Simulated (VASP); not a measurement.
Ge, 2 atoms in the cell. It takes space group Fd-3m (No. 227, cubic). The conventional cell has a = 5.658 Å, b = 5.658 Å, c = 5.658 Å, α = 90.00°, β = 90.00°, γ = 90.00°. Within 3.2 Å of Ge (site symmetry -43m) lie 4 Ge at 2.45 Å. 

* Program: VASP 6.6.1
* Task: single point
* Functional: PBE
* Potentials or basis: VASP PAW PBE potentials, release 64 (Ge_d)
* Cutoff: 520 eV
* k mesh: 5 × 5 × 5
* Occupations: fermi-dirac, width 0.03 eV
* Spin: no spin polarisation
* Dipole correction: no
* Further INCAR settings: ALGO = Normal; EDIFF = 1e-07; NBANDS = 21

Potentials or basis: VASP PAW PBE potentials, release 64 (Ge_d).

Launch:

```bash
$ cat potpaw_PBE.64/Ge_d/POTCAR > POTCAR
$ mpirun -np 1 vasp_std > vasp.out
```

Hardware: 1 thread of Intel Xeon 8259CL (shared host).

Q: Estimate the wall time of this run.

A: Run time: 18 s on 1 thread of Intel Xeon 8259CL, on a shared host, peak memory 0.16 GiB. Counts: scf iterations 13, k points 10.
